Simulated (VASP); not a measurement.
Runs of VASP 6.6.1 on Pt3S. The structure is that of space group Pm-3m (No. 221), or close to it. The cells are those of the table. 

```csv
task,cell,k mesh,cutoff (eV),gap on the mesh (eV),pressure (GPa),relaxed volume (Å³/atom)
single point,"a = 3.973 Å, 4 atoms",4 × 4 × 4,520,none,-0.2,-
relaxation of cell and atoms,"relaxed from a = 3.973 Å, 4 atoms",12 × 12 × 12,600,none,0.0,15.71
single point,"a = 3.977 Å, 4 atoms",12 × 12 × 12,520,none,-0.3,-
relaxation of cell and atoms,"relaxed from a = 4.024 Å, 4 atoms",4 × 4 × 4,600,none,-0.1,(a)
```

Alike in all rows: level PBE; potentials or basis VASP PAW PBE potentials, release 64 (Pt, S); no spin polarisation; smearing gaussian 0.1 eV.

Problem. Estimate the missing entries.

Solution. (a) 15.68.

Caveats: some runs use coarse meshes; spin-orbit coupling is left out, which moves the levels of the heavy elements.

A k mesh can miss the band edges, and the runs leave out spin-orbit coupling on Pt.

A gap of «none» marks levels without a gap at the run's occupations.
